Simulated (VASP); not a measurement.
# Li2S: single point with BLYP

Li2S:

```
Li S
1.0
     0.00000    2.86128    2.86128
     2.86128    0.00000    2.86128
     2.86128    2.86128    0.00000
Li S
2 1
Direct
  0.25000 0.25000 0.25000
  0.75000 0.75000 0.75000
  0.00000 0.00000 0.00000
```

```yaml
Program: VASP 6.6.1
Task: single point
Functional: BLYP
Potentials_or_basis: VASP PAW PBE potentials, release 64 (Li_sv, S)
Cutoff: 750 eV
k_mesh: 8 × 8 × 8
Occupations: gaussian, width 0.05 eV
Spin: no spin polarisation
```

```yaml
Pressure: 0.8 GPa
Band_gap_on_the_k_mesh: 3.64 eV (least direct gap 4.44 eV)
```

Levels at points of the mesh, in eV from the valence-band top:
```tsv
k point	band 2	band 3	band 4	band 5	band 6	band 7	band 8	band 9	band 10	band 11
(0.00, 0.00, 0.00)	-44.83	-10.96	0.00	0.00	0.00	4.44	6.28	6.28	6.28	11.22
(0.50, 0.00, 0.00)	-44.85	-10.55	-2.76	-0.49	-0.49	6.15	6.66	6.66	8.65	12.77
(0.50, 0.50, 0.00)	-44.84	-10.43	-2.09	-1.37	-1.37	3.64	7.13	11.09	11.09	12.06
```

Wall time 61 s on 1 thread of AMD EPYC 7R13 (shared host), peak memory 0.17 GiB.

Caveat: the PAW data sets were made with another functional, which shifts forces and pressure a little. A k mesh can miss the band edges.
